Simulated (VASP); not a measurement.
Wanted: the native input for a VASP 6.6.1 run.

```
Task                   : single point
Functional             : PBE
Potentials or basis    : VASP PAW PBE potentials, release 64 (Ga_d, P, As)
Cutoff                 : 520 eV
k mesh                 : 4 × 4 × 4
Occupations            : gaussian, width 0.1 eV
Spin                   : no spin polarisation
Dipole correction      : no
Further INCAR settings : ALGO = Normal; EDIFF = 1e-06; NBANDS = 46
```

The structure of Ga4As3P lies in POSCAR:

```
Ga4As3P
1.0
    5.6758742402      0.0000000000      0.0000000000
    0.0000000000      5.6758742402      0.0000000000
    0.0000000000      0.0000000000      5.6758742402
Ga P As
4 1 3
Direct
    0.7454672584      0.7454672584      0.7454672584
    0.7454672584      0.2545327416      0.2545327416
    0.2545327416      0.7454672584      0.2545327416
    0.2545327416      0.2545327416      0.7454672584
    0.5000000000      0.5000000000      0.5000000000
    0.0000000000      0.0000000000      0.5000000000
    0.0000000000      0.5000000000      0.0000000000
    0.5000000000      0.0000000000      0.0000000000
```

The input as run:

INCAR

```
  ALGO = Normal
  EDIFF = 1E-6
  ENCUT = 520
  GGA = PE
  ISIF = 2
  ISMEAR = 0
  LASPH = True
  LCHARG = False
  LREAL = False
  LWAVE = False
  NBANDS = 46
  NELM = 80
  PREC = Accurate
  SIGMA = 0.1
```

KPOINTS

```
k-points
0
Gamma
  4 4 4
```

Potentials or basis: VASP PAW PBE potentials, release 64 (Ga_d, P, As).

Command:

```sh
$ cat potpaw_PBE.64/Ga_d/POTCAR potpaw_PBE.64/P/POTCAR potpaw_PBE.64/As/POTCAR > POTCAR
$ mpirun -np 1 vasp_std > vasp.out
```

It gave:

```yaml
Pressure: 0.4 GPa
Largest_force: 0.024 eV/Å
Band_gap_on_the_k_mesh: 0.52 eV, direct
```

Run time: 2.4 min on 1 thread of Intel(R) Xeon(R) Platinum 8124M CPU @ 3.00GHz (Skylake/Cascade Lake) (shared host), peak memory 0.29 GiB.
